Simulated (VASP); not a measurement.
# BeTe (Pnma) in VASP: notebook, part 2 of 2

VASP 6.6.1. Earlier steps stand in the parts before.

## 4. Single point, PBE

This run uses another cell than the first one, of 25.34 Å³/atom.

INCAR reads:

```
SYSTEM = BeTe
  PREC = Accurate
  ENCUT = 520
  EDIFF = 1E-6
  ISMEAR = 0
  SIGMA = 0.02
  LREAL = .FALSE.
  LASPH = .TRUE.
  NELM = 100
  ALGO = Normal
  ISIF = 2
  LWAVE = .FALSE.
  LCHARG = .FALSE.
  GGA = PE
  NBANDS = 26
```

KPOINTS reads:

```
Automatic mesh
0
G
  4 8 4
  0 0 0
```

POSCAR reads:

```
BeTe
1.0
    7.1871271327      0.0000000000      0.0000000000
    0.0000000000      4.0533712739      0.0000000000
    0.0000000000      0.0000000000      6.9594548724
Be Te
4 4
Direct
    0.8567109562      0.7500000000      0.4057379359
    0.6432890438      0.2500000000      0.9057379359
    0.3567109562      0.7500000000      0.0942620641
    0.1432890438      0.2500000000      0.5942620641
    0.7963436440      0.2500000000      0.5940030639
    0.7036563560      0.7500000000      0.0940030639
    0.2963436440      0.2500000000      0.9059969361
    0.2036563560      0.7500000000      0.4059969361
```

Potentials or basis: VASP PAW PBE potentials, release 64 (Be, Te).

The run is started by

```console
cat potpaw_PBE.64/Be/POTCAR potpaw_PBE.64/Te/POTCAR > POTCAR
mpirun -np 1 vasp_std > vasp.out
```

OUTCAR:

```text
SYSTEM = BeTe
   PREC = Accurate
   ENCUT = 520
   EDIFF = 1E-6
   ISMEAR = 0
   LREAL = .FALSE.
   LASPH = .TRUE.
   NELM = 100
   ISIF = 2
   GGA = PE

 ion  position               nearest neighbor table
   1  0.857  0.750  0.406-   6 2.43   5 2.45   5 2.45   8 2.49
   2  0.643  0.250  0.906-   5 2.43   6 2.45   6 2.45   7 2.49
   3  0.357  0.750  0.094-   8 2.43   7 2.45   7 2.45   6 2.49
   4  0.143  0.250  0.594-   7 2.43   8 2.45   8 2.45   5 2.49
   5  0.796  0.250  0.594-   2 2.43   1 2.45   1 2.45   4 2.49
   6  0.704  0.750  0.094-   1 2.43   2 2.45   2 2.45   3 2.49
   7  0.296  0.250  0.906-   4 2.43   3 2.45   3 2.45   2 2.49
   8  0.204  0.750  0.406-   3 2.43   4 2.45   4 2.45   1 2.49

  LATTYP: Found a simple orthorhombic cell.
 ALAT       =     4.0533712739
 B/A-ratio  =     1.7169547032
 C/A-ratio  =     1.7731233206

  Lattice vectors:

 A1 = (   0.0000000000,   4.0533712739,   0.0000000000)
 A2 = (   0.0000000000,   0.0000000000,   6.9594548724)
 A3 = (   7.1871271327,   0.0000000000,   0.0000000000)

Analysis of symmetry for initial positions (statically):
[... 196 lines left out ...]
  band No.  band energies     occupation
      1      -8.1529      2.00000
      2      -7.1863      2.00000
      3      -6.9746      2.00000
      4      -6.4583      2.00000
      5      -1.3293      2.00000
      6      -0.9398      2.00000
[... 685 lines left out ...]
     25       9.1751      0.00000
     26       9.1751      0.00000

 [... further k-points ...]

------------------------ aborting loop because EDIFF is reached ----------------------------------------

  FORCE on cell =-STRESS in cart. coord.  units (eV):
  Direction    XX          YY          ZZ          XY          YZ          ZX
  --------------------------------------------------------------------------------------
  -------------------------------------------------------------------------------------
  Total        0.1616476      0.1372735      0.1750314      0.0000000      0.0000000      0.0000000
  in kB        1.2774173      1.0848017      1.3831828      0.0000000      0.0000000      0.0000000
  external PRESSURE =       1.2484673 kB  Pullay stress =       0.0000000 kB

 VOLUME and BASIS-vectors are now :
 -----------------------------------------------------------------------------
  energy-cutoff  :      520.00
  volume of cell :      202.74
      direct lattice vectors                 reciprocal lattice vectors
     7.187127133  0.000000000  0.000000000     0.139137653  0.000000000  0.000000000
     0.000000000  4.053371274  0.000000000     0.000000000  0.246708217  0.000000000
     0.000000000  0.000000000  6.959454872     0.000000000  0.000000000  0.143689415

 POSITION                                       TOTAL-FORCE (eV/Angst)
 -----------------------------------------------------------------------------------
      6.15729      3.04003      2.82371        -0.001120      0.000000      0.001943
      4.62340      1.01334      6.30344         0.001120      0.000000      0.001943
      2.56373      3.04003      0.65601        -0.001120     -0.000000     -0.001943
      1.02984      1.01334      4.13574         0.001120     -0.000000     -0.001943
      5.72342      1.01334      4.13394        -0.008276      0.000000     -0.001387
      5.05727      3.04003      0.65421         0.008276      0.000000     -0.001387
      2.12986      1.01334      6.30524        -0.008276      0.000000      0.001387
      1.46370      3.04003      2.82552         0.008276      0.000000      0.001387
 -----------------------------------------------------------------------------------
    total drift:                               -0.000000      0.000000      0.000000

  FREE ENERGIE OF THE ION-ELECTRON SYSTEM (eV)
  ---------------------------------------------------
  free  energy   TOTEN  =       -29.5235507430 eV

  energy  without entropy=      -29.5235507430  energy(sigma->0) =      -29.52355074
```

Wall time 2 min (1 thread of AMD EPYC 9R45 (Zen 5), shared host); peak memory 0.36 GiB.

What came out:

- Free energy: -29.5236 eV
- Pressure: 0.1 GPa
- Largest force: 0.008 eV/Å
- Band gap on the k mesh: 2.22 eV

Forces on the atoms (eV/Å):
```
Be  -0.001  0.000  0.002
Be   0.001  0.000  0.002
Be  -0.001  0.000 -0.002
Be   0.001  0.000 -0.002
Te  -0.008  0.000 -0.001
Te   0.008  0.000 -0.001
Te  -0.008  0.000  0.001
Te   0.008  0.000  0.001
```

Caveat: spin-orbit coupling is left out, which moves the levels of the heavy elements. A k mesh can miss the band edges.

## 5. Relaxation of cell and atoms, PBE

INCAR reads:

```
PREC = Accurate
ENCUT = 600
EDIFF = 1E-7
ISMEAR = 0
SIGMA = 0.1
LREAL = False
LASPH = True
NELM = 80
ALGO = Normal
ISIF = 3
LWAVE = False
LCHARG = False
GGA = PE
IBRION = 2
NSW = 90
EDIFFG = -0.04
```

KPOINTS reads:

```
Automatic mesh
0
Gamma
  4 4 4
```

POSCAR reads:

```
BeTe
1.0
    6.4417007000      0.0000000000      0.0000000000
    0.0000000000      3.9350711100      0.0000000000
    0.0000000000      0.0000000000      6.6144430500
Be Te
4 4
Direct
    0.8210678200      0.7500000000      0.4095370000
    0.6789321800      0.2500000000      0.9095370000
    0.3210678200      0.7500000000      0.0904630000
    0.1789321800      0.2500000000      0.5904630000
    0.8210678200      0.2500000000      0.5904630000
    0.6789321800      0.7500000000      0.0904630000
    0.3210678200      0.2500000000      0.9095370000
    0.1789321800      0.7500000000      0.4095370000
```

Potentials or basis: VASP PAW PBE potentials, release 64 (Be, Te).

The run is started by

```console
cat potpaw_PBE.64/Be/POTCAR potpaw_PBE.64/Te/POTCAR > POTCAR
mpirun -np 1 vasp_std > vasp.out
```

OUTCAR:

```text
PREC = Accurate
   ENCUT = 600
   EDIFF = 1E-7
   ISMEAR = 0
   LREAL = False
   LASPH = True
   NELM = 80
   ISIF = 3
   GGA = PE
   IBRION = 2
   NSW = 90
   EDIFFG = -0.04

 ion  position               nearest neighbor table
   1  0.821  0.750  0.410-   6 2.30   5 2.30   5 2.30   8 2.31
   2  0.679  0.250  0.910-   5 2.30   6 2.30   6 2.30   7 2.31
   3  0.321  0.750  0.090-   8 2.30   7 2.30   7 2.30   6 2.31
   4  0.179  0.250  0.590-   7 2.30   8 2.30   8 2.30   5 2.31
   5  0.821  0.250  0.590-   2 2.30   1 2.30   1 2.30   4 2.31   8 3.26   8 3.26
   6  0.679  0.750  0.090-   1 2.30   2 2.30   2 2.30   3 2.31   7 3.26   7 3.26
   7  0.321  0.250  0.910-   4 2.30   3 2.30   3 2.30   2 2.31   6 3.26   6 3.26
   8  0.179  0.750  0.410-   3 2.30   4 2.30   4 2.30   1 2.31   5 3.26   5 3.26

  LATTYP: Found a simple orthorhombic cell.
 ALAT       =     3.9350711100
 B/A-ratio  =     1.6369972791
 C/A-ratio  =     1.6808954311

  Lattice vectors:

 A1 = (   0.0000000000,  -3.9350711100,   0.0000000000)
 A2 = (   6.4417007000,   0.0000000000,   0.0000000000)
 A3 = (   0.0000000000,   0.0000000000,   6.6144430500)

Analysis of symmetry for initial positions (statically):
=====================================================================
 Subroutine PRICEL returns:
 Original cell was already a primitive cell.

 Routine SETGRP: Setting up the symmetry group for a
 simple orthorhombic supercell.

 Subroutine GETGRP returns: Found  8 space group operations
 (whereof  2 operations were pure point group operations)
 out of a pool of  8 trial point group operations.

The static configuration has the point symmetry S_2 .
 The point group associated with its full space group is D_2h.

Analysis of symmetry for dynamics (positions and initial velocities):
=====================================================================
 Subroutine PRICEL returns:
 Original cell was already a primitive cell.

 Routine SETGRP: Setting up the symmetry group for a
 simple orthorhombic supercell.

 Subroutine GETGRP returns: Found  8 space group operations
 (whereof  2 operations were pure point group operations)
 out of a pool of  8 trial point group operations.

The dynamic configuration has the point symmetry S_2 .
 The point group associated with its full space group is D_2h.

 Subroutine INISYM returns: Found  8 space group operations
 (whereof  2 operations are pure point group operations),
 and found     1 'primitive' translations

----------------------------------------------------------------------------------------

                                     Primitive cell

  volume of cell :     167.6665

  direct lattice vectors                    reciprocal lattice vectors
     6.441700700  0.000000000  0.000000000     0.155238507  0.000000000  0.000000000
     0.000000000  3.935071110  0.000000000     0.000000000  0.254125014  0.000000000
     0.000000000  0.000000000  6.614443050     0.000000000  0.000000000  0.151184309

  length of vectors
     6.441700700  3.935071110  6.614443050     0.155238507  0.254125014  0.151184309

  position of ions in fractional coordinates (direct lattice)
     0.821067820  0.750000000  0.409537000
     0.678932180  0.250000000  0.909537000
     0.321067820  0.750000000  0.090463000
     0.178932180  0.250000000  0.590463000
     0.821067820  0.250000000  0.590463000
     0.678932180  0.750000000  0.090463000
     0.321067820  0.250000000  0.909537000
     0.178932180  0.750000000  0.409537000

  ion indices of the primitive-cell ions
   primitive index   ion index
[... 34 lines left out ...]

 Following reciprocal coordinates:
            Coordinates               Weight
  0.000000  0.000000  0.000000      1.000000
  0.250000  0.000000  0.000000      2.000000
  0.500000  0.000000  0.000000      1.000000
  0.000000  0.250000  0.000000      2.000000
  0.250000  0.250000  0.000000      4.000000
  0.500000  0.250000  0.000000      2.000000
[... 16 lines left out ...]
  0.250000  0.250000  0.500000      4.000000
  0.500000  0.250000  0.500000      2.000000
 [... further k-points ...]
   k-points           NKPTS =     27   k-points in BZ     NKDIM =     27   number of bands    NBANDS=     21
   number of dos      NEDOS =    301   number of ions     NIONS =      8
   total plane-waves  NPLWV =  93312
   dimension x,y,z NGX =    54 NGY =   32 NGZ =   54
   dimension x,y,z NGXF=   108 NGYF=   64 NGZF=  108
   ions per type =               4   4
   NGX,Y,Z   is equivalent  to a cutoff of  13.94, 13.52, 13.57 a.u.
   NGXF,Y,Z  is equivalent  to a cutoff of  27.87, 27.04, 27.14 a.u.
 SYSTEM =  unknown system
   PREC   = accura    normal or accurate (medium, high low for compatibility)
   ISTART =      0    job   : 0-new  1-cont  2-samecut
   ICHARG =      2    charge: 1-file 2-atom 10-const
   ISPIN  =      1    spin polarized calculation?
   LNONCOLLINEAR =      F non collinear calculations
   LSORBIT =      F    spin-orbit coupling
   LASPH  =      T    aspherical Exc in radial PAW
   ENCUT  =  600.0 eV  44.10 Ry    6.64 a.u.  12.87  7.86 13.21*2*pi/ulx,y,z
   NELM   =     80;   NELMIN=  2; NELMDL= -5     # of ELM steps
   EDIFF  = 0.1E-06   stopping-criterion for ELM
   LREAL  =      F    real-space projection
   EDIFFG = -.4E-01   stopping-criterion for IOM
   NSW    =     90    number of steps for IOM
   IBRION =      2    ionic relax: 0-MD 1-quasi-New 2-CG
   NFREE  =      1    steps in history (QN), initial steepest desc. (CG)
   ISIF   =      3    stress and relaxation
   ISYM   =      2    0-nonsym 1-usesym 2-fastsym
   POTIM  = 0.5000    time-step for ionic-motion
   TEBEG  =    0.0;   TEEND  =   0.0 temperature during run
   PSTRESS=    0.0 pullay stress
   NELECT =      32.0000    total number of electrons
   NUPDOWN=      -1.0000    fix difference up-down
   EMIN   =  10.00;   EMAX   =-10.00  energy-range for DOS
   EFERMI =   0.00;   METHOD = LEGACY
   ISMEAR =     0;   SIGMA  =   0.10  broadening in eV -4-tet -1-fermi 0-gaus
   EFERMI_NEDOS =   21; number of points for ismear=-14 and -15
   IALGO  =     38    algorithm
   IMIX   =      4    mixing-type and parameters
     AMIX     =   0.40;   BMIX     =  1.00
     AMIX_MAG =   1.60;   BMIX_MAG =  1.00
  volume/ion in A,a.u.               =      20.96       141.43
  Fermi-wavevector in a.u.,A,eV,Ry     =   0.942561  1.781182 12.087699  0.888421
  Thomas-Fermi vector in A             =   2.070182
   LORBIT       =      0    0 simple, 1 ext, 2 COOP (PROOUT), +10 PAW based schemes
   GGA     = PE    functional components
   LHFCALC =     F    Hartree Fock is set to
   AEXX    =    0.0000 exact exchange contribution
   IVDW    =     0    specifies the selected vdW correction
   LEPSILON=     F    determine dielectric tensor
   LRPA    =     F    only Hartree local field effects (RPA)
 conjugate gradient relaxation of ions
 non-spin polarized calculation
 Gauss-broadening in eV      SIGMA  =   0.10
  energy-cutoff  :      600.00
  volume of cell :      167.67
 maximum number of plane-waves:      5632
 NGX is ok and might be reduce to    54
   NGX = 25   NGY = 15   NGZ = 27

--------------------------------------- Ionic step        1  -------------------------------------------

 number of electron      31.9999998 magnetization

 Free energy of the ion-electron system (eV)
  ---------------------------------------------------
  ext. energy  EPLUGINS =         0.00000000
  ---------------------------------------------------
  free energy    TOTEN  =       -27.26607330 eV

  energy without entropy =      -27.26607330  energy(sigma->0) =      -27.26607330

 E-fermi :   6.2140     XC(G=0):  -9.1280

 val. band max:        5.7924655317   @ k =   0.0000   0.2500   0.0000
 cond. band min:       7.5041651121   @ k =   0.5000   0.0000   0.5000
 fundamental gap:      1.7116995804
 Fermi energy:         6.2139991891

 k-point     1 :       0.0000    0.0000    0.0000
  band No.  band energies     occupation
      1      -7.5477      2.00000
      2      -6.4733      2.00000
      3      -5.1816      2.00000
      4      -4.7932      2.00000
      5       0.2939      2.00000
      6       0.3257      2.00000
[... 686 lines left out ...]
  FREE ENERGIE OF THE ION-ELECTRON SYSTEM (eV)
  ---------------------------------------------------
  free  energy   TOTEN  =       -29.1021444916 eV

  energy  without entropy=      -29.1021444916  energy(sigma->0) =      -29.10214449

[... ionic steps 4 to 8 ...]

--------------------------------------- Ionic step        9  -------------------------------------------

 number of electron      32.0000001 magnetization

------------------------ aborting loop because EDIFF is reached ----------------------------------------
[... 79 lines left out ...]
--------------------------------------- Ionic step       11  -------------------------------------------

 number of electron      32.0000002 magnetization

 Free energy of the ion-electron system (eV)
  ---------------------------------------------------
  ext. energy  EPLUGINS =         0.00000000
  ---------------------------------------------------
  free energy    TOTEN  =       -29.47429469 eV

  energy without entropy =      -29.47429469  energy(sigma->0) =      -29.47429469

 E-fermi :   4.1181     XC(G=0):  -8.3190

 val. band max:        3.6736656843   @ k =   0.0000   0.0000   0.0000
 cond. band min:       5.9340154751   @ k =   0.0000   0.0000   0.0000
 fundamental gap:      2.2603497908
 Fermi energy:         4.1180831821

 k-point     1 :       0.0000    0.0000    0.0000
  band No.  band energies     occupation
      1      -8.2390      2.00000
      2      -7.2866      2.00000
      3      -7.0475      2.00000
      4      -6.5803      2.00000
      5      -1.4289      2.00000
      6      -0.9328      2.00000
[... 602 lines left out ...]
  FREE ENERGIE OF THE ION-ELECTRON SYSTEM (eV)
  ---------------------------------------------------
  free  energy   TOTEN  =       -29.4742946899 eV

  energy  without entropy=      -29.4742946898  energy(sigma->0) =      -29.47429469

 reached required accuracy - stopping structural energy minimisation
```

It took 9.5 min on 1 thread of AMD EPYC 9R45 (Zen 5), shared host; peak memory 0.33 GiB.

What came out:

```
Free energy                           : -29.4743 eV
Relaxed volume                        : 25.66 Å³/atom
Relaxed cell                          : a = 7.260 Å, b = 4.067 Å, c = 6.953 Å, α = 90.00°, β = 90.00°, γ = 90.00°
Space group after relaxing (to 0.1 Å) : Pnma (No. 62)
Energy gained by relaxing             : 276.0 meV/atom
Ionic steps                           : 11
Pressure after relaxing               : 0.1 GPa
Largest force after relaxing          : 0.037 eV/Å
Band gap on the k mesh                : 2.26 eV
```

Forces on the atoms (eV/Å):
```
Be  -0.009  0.000 -0.036
Be   0.009  0.000 -0.036
Be  -0.009  0.000  0.036
Be   0.009  0.000  0.036
Te  -0.009  0.000 -0.021
Te   0.009  0.000 -0.021
Te  -0.009  0.000  0.021
Te   0.009  0.000  0.021
```

The path:
```csv
step,energy change (eV),largest force (eV/Å),pressure (GPa),volume (Å³)
1,0.0000,2.2797,15.68,167.67
2,-1.5719,0.8236,-3.35,222.46
3,-1.8361,0.6966,0.29,203.74
4,-1.9330,0.5019,-0.25,206.07
5,-1.9689,0.4525,-0.66,208.56
6,-2.0524,0.3945,-0.41,207.52
7,-2.1863,0.1971,0.29,204.32
8,-2.1911,0.1458,0.45,203.53
9,-2.2065,0.0982,-0.17,206.13
10,-2.2067,0.0947,-0.11,205.85
11,-2.2082,0.0369,0.09,205.30
```

Final structure:
```
Be Te
1.0
     7.26029    0.00000    0.00000
     0.00000    4.06659    0.00000
     0.00000    0.00000    6.95347
Be Te
4 4
Direct
  0.85297 0.75000 0.41255
  0.64703 0.25000 0.91255
  0.35297 0.75000 0.08745
  0.14703 0.25000 0.58745
  0.80372 0.25000 0.60292
  0.69628 0.75000 0.10292
  0.30372 0.25000 0.89708
  0.19628 0.75000 0.39708
```

Levels at points of the mesh, in eV from the valence-band top:
```tsv
k point	band 12	band 13	band 14	band 15	band 16	band 17	band 18	band 19	band 20	band 21
(0.00, 0.00, 0.00)	-1.16	-0.49	-0.30	-0.12	0.00	2.26	2.59	3.60	3.74	3.81
(0.50, 0.00, 0.00)	-1.71	-0.62	-0.62	-0.40	-0.40	2.42	2.42	3.00	3.00	3.69
(0.00, 0.50, 0.00)	-2.55	-2.12	-2.12	-1.27	-1.27	2.47	2.47	4.32	4.32	5.08
(0.50, 0.50, 0.00)	-2.93	-1.49	-1.49	-1.49	-1.49	3.63	3.63	3.63	3.63	4.23
(0.00, 0.00, 0.50)	-2.14	-0.99	-0.99	-0.65	-0.65	2.48	2.48	3.63	3.63	4.29
(0.50, 0.00, 0.50)	-2.02	-0.79	-0.79	-0.75	-0.75	2.29	2.29	3.60	3.60	3.78
(0.00, 0.50, 0.50)	-2.86	-1.23	-1.23	-0.71	-0.71	2.48	2.48	3.49	3.49	4.47
(0.50, 0.50, 0.50)	-2.22	-1.60	-1.60	-1.60	-1.60	2.89	2.89	2.89	2.89	4.13
```

Caveat: the volume moved by over 15 % at a fixed basis, so the end points are rough; spin-orbit coupling is left out, which moves the levels of the heavy elements. A k mesh can miss the band edges.

## 6. Summary

```tsv
task	cell	k mesh	cutoff (eV)	smearing	gap on the mesh (eV)	pressure (GPa)	largest force (eV/Å)
single point	a = 6.442, b = 3.935, c = 6.614 Å, 8 atoms, atomic positions A	4 × 4 × 4	520	gaussian 0.1 eV	1.71	15.7	2.28
single point	a = 7.176, b = 4.073, c = 6.940 Å, 8 atoms, atomic positions B	4 × 4 × 4	520	gaussian 0.1 eV	2.21	0.2	0.05
single point	a = 7.187, b = 4.053, c = 6.959 Å, 8 atoms, atomic positions C	4 × 8 × 4	520	gaussian 0.02 eV	2.22	0.1	0.01
relaxation of cell and atoms	relaxed from a = 6.442, b = 3.935, c = 6.614 Å, 8 atoms, atomic positions A	4 × 4 × 4	600	gaussian 0.1 eV	2.26	0.1	0.04
```

Alike in all rows: level PBE; potentials or basis VASP PAW PBE potentials, release 64 (Be, Te); no spin polarisation.

Caveats: spin-orbit coupling is left out, which moves the levels of the heavy elements; the stress differs along the axes, from 12 to 19 GPa (at least some runs); forces of over 1 eV/Å act on the atoms, so gaps and moduli don't describe the material at rest (at least some runs); the volume moved by over 15 % at a fixed basis, so the end points are rough (at least some runs).

Absolute energies hang on the potentials; compare differences alone.
